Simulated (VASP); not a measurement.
AlN:

```
Al N
1.0
     3.31212    0.00000    0.00000
    -1.65606    2.86838    0.00000
     0.00000    0.00000    4.18756
Al N
2 2
Direct
  0.66667 0.33333 0.25000
  0.33333 0.66667 0.75000
  0.66667 0.33333 0.75000
  0.33333 0.66667 0.25000
```

Base run:

```yaml
Program: VASP 6.6.1
Functional: HSE06
Potentials_or_basis: VASP PAW PBE potentials, release 64 (Al, N)
Cutoff: 520 eV
k_mesh: 6 × 6 × 4
Occupations: fermi-dirac, width 0.05 eV
Spin: no spin polarisation
```

Its results: band gap on the k mesh 4.53 eV; pressure -5.8 GPa.

Problem. The run is repeated on the same cell with these changes: functional from HSE06 to PBE; k mesh from 6 × 6 × 4 to 9 × 9 × 7. What comes out?

Solution. Band gap on the k mesh 3.27 eV; pressure 0.0 GPa.

Several settings changed at once.

Caveats: the cell stands under tension (at least some runs); the PAW data sets were made with another functional, which shifts forces and pressure a little (at least some runs); an odd mesh through Γ misses points on the zone boundary, where band edges can lie (at least some runs).
